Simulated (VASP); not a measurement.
# La (Fm-3m) in VASP: a series of runs

Runs on La. Level: PBEsol. Tasks: single point, relaxation of cell and atoms.

All numbers are computed with VASP 6.6.1; they aren't measurements. Logs are shortened: lines on timing, memory, paths and dates and some standing lists are left out, and cuts for length are marked.

## 1. The cell of the first run

It takes space group Fm-3m (No. 225, cubic). The conventional cell has a = 5.210 Å, b = 5.210 Å, c = 5.210 Å, α = 90.00°, β = 90.00°, γ = 90.00°. Within 4.8 Å of La (site symmetry m-3m) lie 12 La at 3.68 Å.

This isn't the form of La at room conditions, which is double hcp.

## 2. Single point, PBEsol (35.36 Å³/atom)

The input, INCAR:

```
  ALGO = Normal
  EDIFF = 1E-6
  ENCUT = 520
  GGA = PS
  ISIF = 2
  ISMEAR = -1
  LASPH = True
  LCHARG = True
  LELF = True
  LREAL = False
  LVHAR = True
  LWAVE = False
  NBANDS = 12
  NELM = 80
  PREC = Accurate
  SIGMA = 0.1
```

The input, KPOINTS:

```
k-points
0
Gamma
  12 12 12
```

The input, POSCAR:

```
La
1.0
    0.0000000000      2.6050047869      2.6050047869
    2.6050047869      0.0000000000      2.6050047869
    2.6050047869      2.6050047869      0.0000000000
La
1
Direct
    0.0000000000      0.0000000000      0.0000000000
```

Potentials or basis: VASP PAW PBE potentials, release 64 (La).

On the command line:

```sh
$ cat potpaw_PBE.64/La/POTCAR > POTCAR
$ mpirun -np 1 vasp_std > vasp.out
```

OUTCAR:

```text
EDIFF = 1E-6
   ENCUT = 520
   GGA = PS
   ISIF = 2
   ISMEAR = -1
   LASPH = True
   LREAL = False
   NELM = 80
   PREC = Accurate

 ion  position               nearest neighbor table
   1  0.000  0.000  0.000-

  LATTYP: Found a face centered cubic cell.
 ALAT       =     5.2100095738

  Lattice vectors:

 A1 = (   0.0000000000,   2.6050047869,   2.6050047869)
 A2 = (   2.6050047869,   0.0000000000,   2.6050047869)
 A3 = (   2.6050047869,   2.6050047869,   0.0000000000)

Analysis of symmetry for initial positions (statically):
=====================================================================
 Subroutine PRICEL returns:
 Original cell was already a primitive cell.

 Routine SETGRP: Setting up the symmetry group for a
 face centered cubic supercell.

 Subroutine GETGRP returns: Found 48 space group operations
 (whereof 48 operations were pure point group operations)
 out of a pool of 48 trial point group operations.

The static configuration has the point symmetry O_h .

Analysis of symmetry for dynamics (positions and initial velocities):
=====================================================================
 Subroutine PRICEL returns:
 Original cell was already a primitive cell.

 Routine SETGRP: Setting up the symmetry group for a
 face centered cubic supercell.

 Subroutine GETGRP returns: Found 48 space group operations
 (whereof 48 operations were pure point group operations)
 out of a pool of 48 trial point group operations.

The dynamic configuration has the point symmetry O_h .

 Subroutine INISYM returns: Found 48 space group operations
 (whereof 48 operations are pure point group operations),
 and found     1 'primitive' translations

----------------------------------------------------------------------------------------

                                     Primitive cell

  volume of cell :      35.3554

  direct lattice vectors                    reciprocal lattice vectors
     0.000000000  2.605004787  2.605004787    -0.191938227  0.191938227  0.191938227
     2.605004787  0.000000000  2.605004787     0.191938227 -0.191938227  0.191938227
     2.605004787  2.605004787  0.000000000     0.191938227  0.191938227 -0.191938227

  length of vectors
     3.684033100  3.684033100  3.684033100     0.332446761  0.332446761  0.332446761

  position of ions in fractional coordinates (direct lattice)
     0.000000000  0.000000000  0.000000000

  ion indices of the primitive-cell ions
   primitive index   ion index
                 1           1

----------------------------------------------------------------------------------------

 KPOINTS: k-points

Automatic generation of k-mesh.
 Grid dimensions read from file:
 generate k-points for:   12   12   12

 Generating k-lattice:

  Cartesian coordinates                     Fractional coordinates (reciprocal lattice)
    -0.015994852  0.015994852  0.015994852     0.083333333  0.000000000  0.000000000
     0.015994852 -0.015994852  0.015994852     0.000000000  0.083333333  0.000000000
     0.015994852  0.015994852 -0.015994852     0.000000000  0.000000000  0.083333333

  Length of vectors
     0.027703897  0.027703897  0.027703897

  Shift w.r.t. Gamma in fractional coordinates (k-lattice)
     0.000000000  0.000000000  0.000000000

 Subroutine IBZKPT returns following result:
 ===========================================

 Found     72 irreducible k-points:

 Following reciprocal coordinates:
            Coordinates               Weight
  0.000000  0.000000  0.000000      1.000000
  0.083333  0.000000  0.000000      8.000000
  0.166667  0.000000  0.000000      8.000000
  0.250000  0.000000  0.000000      8.000000
  0.333333  0.000000  0.000000      8.000000
  0.416667  0.000000  0.000000      8.000000
[... 16 lines left out ...]
  0.500000  0.166667  0.000000     24.000000
 -0.416667  0.166667  0.000000     24.000000
 [... further k-points ...]
   k-points           NKPTS =     72   k-points in BZ     NKDIM =     72   number of bands    NBANDS=     12
   number of dos      NEDOS =    301   number of ions     NIONS =      1
   total plane-waves  NPLWV =  21952
   dimension x,y,z NGX =    28 NGY =   28 NGZ =   28
   dimension x,y,z NGXF=    56 NGYF=   56 NGZF=   56
   ions per type =               1
   NGX,Y,Z   is equivalent  to a cutoff of  12.64, 12.64, 12.64 a.u.
   NGXF,Y,Z  is equivalent  to a cutoff of  25.27, 25.27, 25.27 a.u.
 SYSTEM =  unknown system
   PREC   = accura    normal or accurate (medium, high low for compatibility)
   ISTART =      0    job   : 0-new  1-cont  2-samecut
   ICHARG =      2    charge: 1-file 2-atom 10-const
   ISPIN  =      1    spin polarized calculation?
   LNONCOLLINEAR =      F non collinear calculations
   LSORBIT =      F    spin-orbit coupling
   LASPH  =      T    aspherical Exc in radial PAW
   ENCUT  =  520.0 eV  38.22 Ry    6.18 a.u.   6.85  6.85  6.85*2*pi/ulx,y,z
   NELM   =     80;   NELMIN=  2; NELMDL= -5     # of ELM steps
[... 16 lines left out ...]
   EFERMI_NEDOS =   21; number of points for ismear=-14 and -15
   IALGO  =     38    algorithm
   IMIX   =      4    mixing-type and parameters
     AMIX     =   0.40;   BMIX     =  1.00
     AMIX_MAG =   1.60;   BMIX_MAG =  1.00
  volume/ion in A,a.u.               =      35.36       238.59
  Fermi-wavevector in a.u.,A,eV,Ry     =   1.109312  2.096296 16.742976  1.230574
  Thomas-Fermi vector in A             =   2.245850
   LORBIT       =      0    0 simple, 1 ext, 2 COOP (PROOUT), +10 PAW based schemes
   GGA     = PS    functional components
   LHFCALC =     F    Hartree Fock is set to
   AEXX    =    0.0000 exact exchange contribution
   IVDW    =     0    specifies the selected vdW correction
   LEPSILON=     F    determine dielectric tensor
   LRPA    =     F    only Hartree local field effects (RPA)
 non-spin polarized calculation
  energy-cutoff  :      520.00
  volume of cell :       35.36
 maximum number of plane-waves:       963
   NGX = 13   NGY = 13   NGZ = 13

 number of electron      11.0000000 magnetization

 Free energy of the ion-electron system (eV)
  ---------------------------------------------------
  ext. energy  EPLUGINS =         0.00000000
  ---------------------------------------------------
  free energy    TOTEN  =        -5.37157202 eV

  energy without entropy =       -5.31585882  energy(sigma->0) =       -5.34371542

 E-fermi :   8.1973     XC(G=0):  -9.8851

 val. band max:        8.1759462325   @ k =  -0.3333   0.4167   0.1667
 cond. band min:       8.2552042285   @ k =  -0.4167   0.2500   0.0000
 fundamental gap:      0.0792579960
 Fermi energy:         8.1972765265

 k-point     1 :       0.0000    0.0000    0.0000
  band No.  band energies     occupation
      1     -24.5607      2.00000
      2      -7.3869      2.00000
      3      -7.3869      2.00000
      4      -7.3869      2.00000
      5       4.9959      2.00000
      6       9.5843      0.00000
      7       9.7294      0.00000
      8       9.7294      0.00000
      9       9.7294      0.00000
     10      10.1414      0.00000
     11      10.1414      0.00000
     12      10.1414      0.00000

 k-point     2 :       0.0833    0.0000    0.0000
  band No.  band energies     occupation
      1     -24.5452      2.00000
      2      -7.5115      2.00000
      3      -7.4011      2.00000
      4      -7.4011      2.00000
      5       5.2195      2.00000
      6       9.1495      0.00015
      7       9.7614      0.00000
      8       9.7614      0.00000
      9      10.0332      0.00000
     10      10.1404      0.00000
     11      10.1404      0.00000
     12      10.1898      0.00000

 k-point     3 :       0.1667    0.0000    0.0000
  band No.  band energies     occupation
      1     -24.5025      2.00000
      2      -7.8370      2.00000
      3      -7.4397      2.00000
      4      -7.4397      2.00000
      5       5.7829      2.00000
      6       8.7587      0.00726
      7       9.8038      0.00000
      8       9.8038      0.00000
      9       9.9915      0.00000
     10      10.1413      0.00000
     11      10.1413      0.00000
     12      10.4783      0.00000
[... 286 lines left out ...]
 k-point    23 :       0.5000    0.1667    0.0000
  band No.  band energies     occupation
      1     -24.3019      2.00000
      2      -8.8481      2.00000
      3      -7.8550      2.00000
      4      -7.6889      2.00000
      5       7.0315      1.99998
      6       8.3695      0.30306
      7       9.5845      0.00000
      8       9.8849      0.00000
      9      10.2092      0.00000
     10      10.2265      0.00000
     11      10.4056      0.00000
     12      10.6466      0.00000

 k-point    24 :      -0.4167    0.1667    0.0000
  band No.  band energies     occupation
      1     -24.2977      2.00000
      2      -8.8625      2.00000
      3      -7.9103      2.00000
      4      -7.6537      2.00000
      5       7.1088      1.99996
      6       8.3655      0.31372
      7       9.8176      0.00000
      8       9.8986      0.00000
      9      10.1104      0.00000
     10      10.1675      0.00000
     11      10.4221      0.00000
     12      10.6746      0.00000

 [... further k-points ...]

------------------------ aborting loop because EDIFF is reached ----------------------------------------

  FORCE on cell =-STRESS in cart. coord.  units (eV):
  Direction    XX          YY          ZZ          XY          YZ          ZX
  --------------------------------------------------------------------------------------
  -------------------------------------------------------------------------------------
  Total       -0.2470240     -0.2470240     -0.2470240      0.0000000      0.0000000      0.0000000
  in kB      -11.1942276    -11.1942276    -11.1942276      0.0000000      0.0000000      0.0000000
  external PRESSURE =     -11.1942276 kB  Pullay stress =       0.0000000 kB

 VOLUME and BASIS-vectors are now :
 -----------------------------------------------------------------------------
  energy-cutoff  :      520.00
  volume of cell :       35.36
      direct lattice vectors                 reciprocal lattice vectors
     0.000000000  2.605004787  2.605004787    -0.191938227  0.191938227  0.191938227
     2.605004787  0.000000000  2.605004787     0.191938227 -0.191938227  0.191938227
     2.605004787  2.605004787  0.000000000     0.191938227  0.191938227 -0.191938227

 POSITION                                       TOTAL-FORCE (eV/Angst)
 -----------------------------------------------------------------------------------
      0.00000      0.00000      0.00000        -0.000000      0.000000      0.000000
 -----------------------------------------------------------------------------------
    total drift:                                0.000000      0.000000      0.000000

  FREE ENERGIE OF THE ION-ELECTRON SYSTEM (eV)
  ---------------------------------------------------
  free  energy   TOTEN  =        -5.3715720224 eV

  energy  without entropy=       -5.3158588242  energy(sigma->0) =       -5.34371542
```

It took 50 s on 1 thread of Intel Xeon 8259CL, shared host; peak memory 0.19 GiB.

Results:

| Item | Value |
| --- | --- |
| Free energy | -5.3716 eV |
| Pressure | -1.1 GPa |
| Band gap on the k mesh | zero (an odd number of electrons rules out a gap without spin polarisation) |

Levels at points of the mesh, in eV from the Fermi level:
```
           k point  band 1  band 2  band 3  band 4  band 5  band 6  band 7  band 8  band 9  band 10
(0.00, 0.00, 0.00)  -32.76  -15.58  -15.58  -15.58   -3.20    1.39    1.53    1.53    1.53     1.94
(0.50, 0.00, 0.00)  -32.52  -17.20  -15.79  -15.79   -1.79    1.31    1.31    1.41    1.98     1.98
(0.50, 0.50, 0.00)  -32.44  -17.09  -16.16  -16.16   -2.11   -1.50    2.06    2.06    2.06     2.08
```

Caveat: the PAW data sets were made with another functional, which shifts forces and pressure a little; spin-orbit coupling is left out, which moves the levels of the heavy elements.

## 3. Single point, PBEsol (36.72 Å³/atom)

This run uses another cell than the first one, of 36.72 Å³/atom.

The input, INCAR:

```
SYSTEM = La
ALGO     = Normal         ! electronic algorithm
EDIFF    = 1E-7           ! SCF threshold, eV
ENCUT    = 520            ! plane-wave cutoff, eV
GGA      = PS             ! functional
ISIF     = 2              ! what is computed and relaxed
ISMEAR   = -1             ! smearing method
LASPH    = .True.         ! aspherical terms in the spheres
LCHARG   = .False.        ! write CHGCAR
LREAL    = .False.        ! projectors in reciprocal space
LWAVE    = .False.        ! write WAVECAR
NBANDS   = 12             ! bands
NELM     = 60             ! most SCF steps
PREC     = Accurate       ! precision mode
SIGMA    = 0.1            ! smearing width, eV
```

The input, KPOINTS:

```
k-points
0
Gamma
  12 12 12
  0 0 0
```

The input, POSCAR:

```
La
1.0
    0.0000000000      2.6379830320      2.6379830320
    2.6379830320      0.0000000000      2.6379830320
    2.6379830320      2.6379830320      0.0000000000
La
1
Direct
    0.0000000000      0.0000000000      0.0000000000
```

Potentials or basis: VASP PAW PBE potentials, release 64 (La).

On the command line:

```sh
$ cat potpaw_PBE.64/La/POTCAR > POTCAR
$ mpirun -np 1 vasp_std > vasp.out
```

Wall time 52 s (1 thread of Intel Xeon 8259CL, shared host); peak memory 0.19 GiB.

Results (log left out):

* Free energy: -5.3585 eV
* Pressure: -2.0 GPa
* Band gap on the k mesh: zero (an odd number of electrons rules out a gap without spin polarisation)

Levels at points of the mesh, in eV from the Fermi level:
```tsv
k point	band 1	band 2	band 3	band 4	band 5	band 6	band 7	band 8	band 9	band 10
(0.00, 0.00, 0.00)	-32.81	-15.71	-15.71	-15.71	-3.23	1.36	1.50	1.50	1.50	1.87
(0.50, 0.00, 0.00)	-32.60	-17.17	-15.90	-15.90	-1.75	1.29	1.29	1.38	1.90	1.90
(0.50, 0.50, 0.00)	-32.53	-17.06	-16.23	-16.23	-2.01	-1.41	1.97	1.97	1.97	1.98
```

Caveat: the PAW data sets were made with another functional, which shifts forces and pressure a little; spin-orbit coupling is left out, which moves the levels of the heavy elements.

## 4. Single point, PBEsol (38.08 Å³/atom)

This run uses another cell than the first one, of 38.08 Å³/atom.

The input, INCAR:

```
SYSTEM = La
ALGO = Normal ; EDIFF = 1E-6
ENCUT = 520 ; GGA = PS
ISIF = 2 ; ISMEAR = -1
LASPH = .TRUE. ; LCHARG = .TRUE.
LELF = .TRUE. ; LREAL = .FALSE.
LVHAR = .TRUE. ; LWAVE = .FALSE.
NBANDS = 12 ; NELM = 100
PREC = Accurate ; SIGMA = 0.1
```

The input, KPOINTS:

```
k-points
0
G
  12 12 12
  0 0 0
```

The input, POSCAR:

```
La
1.0
    0.0000000000      2.6701567276      2.6701567276
    2.6701567276      0.0000000000      2.6701567276
    2.6701567276      2.6701567276      0.0000000000
La
1
Direct
    0.0000000000      0.0000000000      0.0000000000
```

On the command line:

```sh
$ cat potpaw_PBE.64/La/POTCAR > POTCAR
$ mpirun -np 1 vasp_std > vasp.out
```

It took 55 s on 1 thread of Intel Xeon 8259CL, shared host; peak memory 0.19 GiB.

The run converged. Its results:

```
Free energy            : -5.3386 eV
Pressure               : -2.7 GPa
Band gap on the k mesh : zero (an odd number of electrons rules out a gap without spin polarisation)
```

Levels at points of the mesh, in eV from the Fermi level:
```
           k point  band 2  band 3  band 4  band 5  band 6  band 7  band 8  band 9
(0.00, 0.00, 0.00)  -15.84  -15.84  -15.84   -3.25    1.33    1.48    1.48    1.48
(0.50, 0.00, 0.00)  -17.14  -16.00  -16.00   -1.71    1.28    1.28    1.34    1.82
(0.50, 0.50, 0.00)  -17.05  -16.30  -16.30   -1.92   -1.33    1.87    1.88    1.88
```

Caveat: the PAW data sets were made with another functional, which shifts forces and pressure a little; spin-orbit coupling is left out, which moves the levels of the heavy elements.

## 5. Relaxation of cell and atoms, PBEsol

This run uses another cell than the first one, of 37.42 Å³/atom.

The input, INCAR:

```
SYSTEM = La
  PREC = Accurate
  ENCUT = 600
  EDIFF = 1E-6
  ISMEAR = -1
  SIGMA = 0.1
  LREAL = .FALSE.
  LASPH = .TRUE.
  NELM = 80
  ALGO = Normal
  ISIF = 3
  LWAVE = .FALSE.
  LCHARG = .FALSE.
  GGA = PS
  IBRION = 2
  NSW = 80
  EDIFFG = -0.01
```

The input, KPOINTS:

```
regular mesh
0
G
  10 10 10
  0 0 0
```

The input, POSCAR:

```
La
1.0
    0.0000000000      2.6546496237      2.6546496237
    2.6546496237      0.0000000000      2.6546496237
    2.6546496237      2.6546496237      0.0000000000
La
1
Direct
    0.0000000000      0.0000000000      0.0000000000
```

On the command line:

```sh
$ cat potpaw_PBE.64/La/POTCAR > POTCAR
$ mpirun -np 1 vasp_std > vasp.out
```

Run time: 2 min. Hardware: 1 thread of Intel Xeon 8259CL, shared host; peak memory 0.2 GiB.

It converged, with:

| Item | Value |
| --- | --- |
| Free energy | -5.3685 eV |
| Relaxed volume | 34.19 Å³/atom |
| Relaxed cell | a = 3.643 Å, b = 3.643 Å, c = 3.643 Å, α = 60.00°, β = 60.00°, γ = 60.00° |
| Space group after relaxing (to 0.1 Å) | Fm-3m (No. 225) |
| Energy gained by relaxing | 22.8 meV/atom |
| Ionic steps | 3 |
| Pressure after relaxing | 0.0 GPa |
| Band gap on the k mesh | zero (an odd number of electrons rules out a gap without spin polarisation) |

Step by step:
| step | energy change (eV) | largest force (eV/Å) | pressure (GPa) | volume (Å³) |
| --- | --- | --- | --- | --- |
| 1 | 0.0000 | 0.0000 | -2.15 | 37.42 |
| 2 | -0.0219 | 0.0000 | -0.44 | 34.76 |
| 3 | -0.0228 | 0.0000 | -0.02 | 34.19 |

Final structure:
```cif
data_structure
_symmetry_space_group_name_H-M 'P 1'
_symmetry_Int_Tables_number 1
_cell_length_a 3.6431
_cell_length_b 3.6431
_cell_length_c 3.6431
_cell_angle_alpha 60.000
_cell_angle_beta 60.000
_cell_angle_gamma 60.000
_cell_volume 34.19
loop_
_atom_site_label
_atom_site_type_symbol
_atom_site_fract_x
_atom_site_fract_y
_atom_site_fract_z
_atom_site_occupancy
La1 La 0.00000 0.00000 0.00000 1
```

Levels at points of the mesh, in eV from the Fermi level:
```tsv
k point	band 2	band 3	band 4	band 5	band 6	band 7	band 8	band 9
(0.00, 0.00, 0.00)	-15.47	-15.47	-15.47	-3.17	1.40	1.55	1.55	1.55
(0.50, 0.00, 0.00)	-17.25	-15.70	-15.70	-1.83	1.32	1.32	1.43	2.05
(0.50, 0.50, 0.00)	-17.12	-16.10	-16.10	-2.20	-1.59	2.13	2.13	2.16
```

Caveat: the PAW data sets were made with another functional, which shifts forces and pressure a little; spin-orbit coupling is left out, which moves the levels of the heavy elements.

## 6. Single point, PBEsol

This run uses another cell than the first one, of 34.00 Å³/atom.

The input, INCAR:

```
  ALGO = Normal
  EDIFF = 1E-7
  ENCUT = 520
  GGA = PS
  ISIF = 2
  ISMEAR = -1
  LASPH = True
  LCHARG = False
  LREAL = False
  LWAVE = False
  NBANDS = 12
  NELM = 60
  PREC = Accurate
  SIGMA = 0.1
```

The input, KPOINTS:

```
k-points
0
Gamma
  17 17 17
```

The input, POSCAR:

```
La
1.0
    0.0000000000      2.5711697262      2.5711697262
    2.5711697262      0.0000000000      2.5711697262
    2.5711697262      2.5711697262      0.0000000000
La
1
Direct
    0.0000000000      0.0000000000      0.0000000000
```

Potentials or basis: VASP PAW PBE potentials, release 64 (La).

On the command line:

```sh
$ cat potpaw_PBE.64/La/POTCAR > POTCAR
$ mpirun -np 1 vasp_std > vasp.out
```

It took 1.7 min on 1 thread of Intel Xeon 8259CL, shared host; peak memory 0.23 GiB.

Results (log left out):

```yaml
Free_energy: -5.3752 eV
Pressure: -0.1 GPa
Band_gap_on_the_k_mesh: zero (an odd number of electrons rules out a gap without spin polarisation)
```

Levels at points of the mesh, in eV from the Fermi level:
| k point | band 1 | band 2 | band 3 | band 4 | band 5 | band 6 | band 7 | band 8 | band 9 | band 10 |
| --- | --- | --- | --- | --- | --- | --- | --- | --- | --- | --- |
| (0.00, 0.00, 0.00) | -32.72 | -15.45 | -15.45 | -15.45 | -3.16 | 1.40 | 1.56 | 1.56 | 1.56 | 2.01 |

Caveat: the PAW data sets were made with another functional, which shifts forces and pressure a little; spin-orbit coupling is left out, which moves the levels of the heavy elements.

## 7. Summary

```tsv
task	cell	k mesh	cutoff (eV)	gap on the mesh (eV)	pressure (GPa)
single point	a = 3.684 Å, angles 60.0°, 1 atom	12 × 12 × 12	520	none	-1.1
single point	a = 3.731 Å, angles 60.0°, 1 atom	12 × 12 × 12	520	none	-2.0
single point	a = 3.776 Å, angles 60.0°, 1 atom	12 × 12 × 12	520	none	-2.7
relaxation of cell and atoms	relaxed from a = 3.754 Å, angles 60.0°, 1 atom	10 × 10 × 10	600	none	0.0
single point	a = 3.636 Å, angles 60.0°, 1 atom	17 × 17 × 17	520	none	-0.1
```

Alike in all rows: level PBEsol; potentials or basis VASP PAW PBE potentials, release 64 (La); no spin polarisation; smearing fermi-dirac 0.1 eV.

Caveats: the PAW data sets were made with another functional, which shifts forces and pressure a little; spin-orbit coupling is left out, which moves the levels of the heavy elements.

Total energies depend on the potentials used, so only differences within one code and one set of settings carry meaning.

The gap in the log of VASP goes by the Fermi energy; the results here count the filled bands.